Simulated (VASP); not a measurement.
# FeSi (P2_13) in VASP: relaxation of the atoms with PBEsol

Aim: the relaxation of the atoms of FeSi with PBEsol.

Program: VASP 6.6.1. These are calculated values, not measurements. Logs are shortened: lines on timing, memory, paths and dates and some standing lists are left out, and cuts for length are marked.

### 1 The cell of the first run

Symmetry: P2_13, No. 198, cubic system. Conventional cell: a = 4.430 Å, b = 4.430 Å, c = 4.430 Å, α = 90.00°, β = 90.00°, γ = 90.00°. Within 3.0 Å of Fe (site symmetry 3) lie 7 Si at 2.26 to 2.48 Å and 6 Fe at 2.72 Å. Si (site symmetry 3) has 7 Fe at 2.26 to 2.48 Å and 6 Si at 2.74 Å within 3.0 Å.

### 2 Relaxation of the atoms, PBEsol

INCAR reads:

```
SYSTEM = FeSi
ALGO     = Normal         ! electronic algorithm
EDIFF    = 1E-7           ! SCF threshold, eV
EDIFFG   = -0.003         ! ionic threshold
ENCUT    = 520            ! plane-wave cutoff, eV
GGA      = PS             ! functional
IBRION   = 2              ! ionic algorithm
ISIF     = 2              ! what is computed and relaxed
ISMEAR   = 0              ! smearing method
LASPH    = .True.         ! aspherical terms in the spheres
LCHARG   = .False.        ! write CHGCAR
LREAL    = .False.        ! projectors in reciprocal space
LWAVE    = .False.        ! write WAVECAR
NELM     = 100            ! most SCF steps
NSW      = 80             ! ionic steps
PREC     = Accurate       ! precision mode
SIGMA    = 0.01           ! smearing width, eV
```

KPOINTS reads:

```
k-points
0
Gamma
  8 8 8
  0 0 0
```

POSCAR reads:

```
FeSi
1.0
    4.4300000000      0.0000000000      0.0000000000
    0.0000000000      4.4300000000      0.0000000000
    0.0000000000      0.0000000000      4.4300000000
Fe Si
4 4
Direct
    0.1365200000      0.1365200000      0.1365200000
    0.3634800000      0.8634800000      0.6365200000
    0.6365200000      0.3634800000      0.8634800000
    0.8634800000      0.6365200000      0.3634800000
    0.8424000000      0.8424000000      0.8424000000
    0.6576000000      0.1576000000      0.3424000000
    0.3424000000      0.6576000000      0.1576000000
    0.1576000000      0.3424000000      0.6576000000
```

Potentials or basis: VASP PAW PBE potentials, release 64 (Fe, Si).

Started as:

```sh
> cat potpaw_PBE.64/Fe/POTCAR potpaw_PBE.64/Si/POTCAR > POTCAR
> mpirun -np 1 vasp_std > vasp.out
```

OUTCAR:

```text
SYSTEM = FeSi
   EDIFF = 1E-7
   EDIFFG = -0.003
   ENCUT = 520
   GGA = PS
   IBRION = 2
   ISIF = 2
   ISMEAR = 0
   LASPH = .True.
   LREAL = .False.
   NELM = 100
   NSW = 80
   PREC = Accurate

 ion  position               nearest neighbor table
   1  0.137  0.137  0.137-   5 2.26   6 2.31   7 2.31   8 2.31   7 2.48   8 2.48   6 2.48   3 2.72
                             4 2.72   2 2.72   2 2.72   4 2.72   3 2.72
   2  0.363  0.863  0.637-   6 2.26   5 2.31   7 2.31   8 2.31   7 2.48   8 2.48   5 2.48   1 2.72
                             1 2.72   3 2.72   3 2.72   4 2.72   4 2.72
   3  0.637  0.363  0.863-   7 2.26   6 2.31   5 2.31   8 2.31   8 2.48   6 2.48   5 2.48   1 2.72
                             4 2.72   2 2.72   2 2.72   4 2.72   1 2.72
   4  0.863  0.637  0.363-   8 2.26   6 2.31   7 2.31   5 2.31   6 2.48   5 2.48   7 2.48   1 2.72
                             3 2.72   2 2.72   1 2.72   2 2.72   3 2.72
   5  0.842  0.842  0.842-   1 2.26   2 2.31   3 2.31   4 2.31   3 2.48   4 2.48   2 2.48   6 2.74
                             7 2.74   8 2.74   6 2.74   8 2.74   7 2.74
   6  0.658  0.158  0.342-   2 2.26   1 2.31   3 2.31   4 2.31   3 2.48   4 2.48   1 2.48   8 2.74
                             5 2.74   5 2.74   7 2.74   7 2.74   8 2.74
   7  0.342  0.658  0.158-   3 2.26   2 2.31   1 2.31   4 2.31   4 2.48   2 2.48   1 2.48   8 2.74
                             5 2.74   8 2.74   6 2.74   6 2.74   5 2.74
   8  0.158  0.342  0.658-   4 2.26   2 2.31   3 2.31   1 2.31   2 2.48   1 2.48   3 2.48   7 2.74
                             5 2.74   7 2.74   5 2.74   6 2.74   6 2.74

  LATTYP: Found a simple cubic cell.
 ALAT       =     4.4300000000

  Lattice vectors:

 A1 = (   4.4300000000,   0.0000000000,   0.0000000000)
 A2 = (   0.0000000000,   4.4300000000,   0.0000000000)
 A3 = (   0.0000000000,   0.0000000000,   4.4300000000)

Analysis of symmetry for initial positions (statically):
=====================================================================
 Subroutine PRICEL returns:
 Original cell was already a primitive cell.

 Routine SETGRP: Setting up the symmetry group for a
 simple cubic supercell.

 Subroutine GETGRP returns: Found 12 space group operations
 (whereof  3 operations were pure point group operations)
 out of a pool of 48 trial point group operations.

The static configuration has the point symmetry C_3 .
 The point group associated with its full space group is T   .

Analysis of symmetry for dynamics (positions and initial velocities):
=====================================================================
 Subroutine PRICEL returns:
 Original cell was already a primitive cell.

 Routine SETGRP: Setting up the symmetry group for a
 simple cubic supercell.

 Subroutine GETGRP returns: Found 12 space group operations
 (whereof  3 operations were pure point group operations)
 out of a pool of 48 trial point group operations.

The dynamic configuration has the point symmetry C_3 .
[... 124 lines left out ...]
   NUPDOWN=      -1.0000    fix difference up-down
   EMIN   =  10.00;   EMAX   =-10.00  energy-range for DOS
   EFERMI =   0.00;   METHOD = LEGACY
   ISMEAR =     0;   SIGMA  =   0.01  broadening in eV -4-tet -1-fermi 0-gaus
   EFERMI_NEDOS =   21; number of points for ismear=-14 and -15
   IALGO  =     38    algorithm
   IMIX   =      4    mixing-type and parameters
     AMIX     =   0.40;   BMIX     =  1.00
     AMIX_MAG =   1.60;   BMIX_MAG =  1.00
  volume/ion in A,a.u.               =      10.87        73.34
  Fermi-wavevector in a.u.,A,eV,Ry     =   1.343027  2.537954 24.541133  1.803722
  Thomas-Fermi vector in A             =   2.471134
   LORBIT       =      0    0 simple, 1 ext, 2 COOP (PROOUT), +10 PAW based schemes
   GGA     = PS    functional components
   LHFCALC =     F    Hartree Fock is set to
   AEXX    =    0.0000 exact exchange contribution
   IVDW    =     0    specifies the selected vdW correction
   LEPSILON=     F    determine dielectric tensor
   LRPA    =     F    only Hartree local field effects (RPA)
 conjugate gradient relaxation of ions
 non-spin polarized calculation
 Gauss-broadening in eV      SIGMA  =   0.01
  energy-cutoff  :      520.00
  volume of cell :       86.94
 maximum number of plane-waves:      2360
 NGX is ok and might be reduce to    36
   NGX = 17   NGY = 17   NGZ = 17

--------------------------------------- Ionic step        1  -------------------------------------------

 number of electron      48.0000015 magnetization

 Free energy of the ion-electron system (eV)
  ---------------------------------------------------
  ext. energy  EPLUGINS =         0.00000000
  ---------------------------------------------------
  free energy    TOTEN  =       -63.80104133 eV

  energy without entropy =      -63.80104133  energy(sigma->0) =      -63.80104133

------------------------ aborting loop because EDIFF is reached ----------------------------------------

  FORCE on cell =-STRESS in cart. coord.  units (eV):
  Direction    XX          YY          ZZ          XY          YZ          ZX
  --------------------------------------------------------------------------------------
  -------------------------------------------------------------------------------------
  Total       -2.0807983     -2.0807983     -2.0807983      0.0000000      0.0000000      0.0000000
  in kB      -38.3468231    -38.3468231    -38.3468231      0.0000000      0.0000000      0.0000000
  external PRESSURE =     -38.3468231 kB  Pullay stress =       0.0000000 kB
[... 155 lines left out ...]
--------------------------------------- Ionic step        5  -------------------------------------------

 number of electron      48.0000016 magnetization

 Free energy of the ion-electron system (eV)
  ---------------------------------------------------
  ext. energy  EPLUGINS =         0.00000000
  ---------------------------------------------------
  free energy    TOTEN  =       -63.80652268 eV

  energy without entropy =      -63.80652268  energy(sigma->0) =      -63.80652268

 E-fermi :   9.8356     XC(G=0): -12.9598

 val. band max:        9.7785154596   @ k =   0.2500   0.1250   0.1250
 cond. band min:       9.9194144897   @ k =   0.3750   0.1250   0.1250
 fundamental gap:      0.1408990302
 Fermi energy:         9.8356491831

 k-point     1 :       0.0000    0.0000    0.0000
  band No.  band energies     occupation
      1      -3.5599      2.00000
      2       1.8458      2.00000
      3       1.8458      2.00000
      4       1.8458      2.00000
      5       4.6608      2.00000
      6       4.6608      2.00000
[... 757 lines left out ...]
     28      11.9678      0.00000
     29      12.2713      0.00000

 [... further k-points ...]
[... 5 lines left out ...]
  --------------------------------------------------------------------------------------
  -------------------------------------------------------------------------------------
  Total       -2.0013898     -2.0013898     -2.0013898      0.0000000      0.0000000      0.0000000
  in kB      -36.8834116    -36.8834116    -36.8834116      0.0000000      0.0000000      0.0000000
  external PRESSURE =     -36.8834116 kB  Pullay stress =       0.0000000 kB
[... 23 lines left out ...]
  FREE ENERGIE OF THE ION-ELECTRON SYSTEM (eV)
  ---------------------------------------------------
  free  energy   TOTEN  =       -63.8065226825 eV

  energy  without entropy=      -63.8065226825  energy(sigma->0) =      -63.80652268

 reached required accuracy - stopping structural energy minimisation
```

Run time: 5 min. Hardware: 1 thread of Oxide Virtual Turin-like, shared host; peak memory 0.23 GiB.

What came out:

```
Free energy               : -63.8065 eV
Energy gained by relaxing : 0.7 meV/atom
Ionic steps               : 5
Pressure after relaxing   : -3.7 GPa
Band gap on the k mesh    : 0.14 eV, indirect (least direct gap 0.16 eV)
```

Forces on the atoms (eV/Å):
```
Fe  -0.001 -0.001 -0.001
Fe   0.001  0.001 -0.001
Fe  -0.001  0.001  0.001
Fe   0.001 -0.001  0.001
Si   0.000  0.000  0.000
Si   0.000  0.000  0.000
Si   0.000  0.000  0.000
Si   0.000  0.000  0.000
```

Step by step:
```csv
step,energy change (eV),largest force (eV/Å),pressure (GPa)
1,0.0000,0.2148,-3.83
2,-0.0053,0.0376,-3.76
3,-0.0054,0.0187,-3.73
4,-0.0055,0.0075,-3.70
5,-0.0055,0.0020,-3.69
```

Final structure:
```
Fe Si
1.0
     4.43000    0.00000    0.00000
     0.00000    4.43000    0.00000
     0.00000    0.00000    4.43000
Fe Si
4 4
Direct
  0.13656 0.13656 0.13656
  0.36344 0.86344 0.63656
  0.63656 0.36344 0.86344
  0.86344 0.63656 0.36344
  0.84074 0.84074 0.84074
  0.65926 0.15926 0.34074
  0.34074 0.65926 0.15926
  0.15926 0.34074 0.65926
```

Caveat: the PAW data sets were made with another functional, which shifts forces and pressure a little.
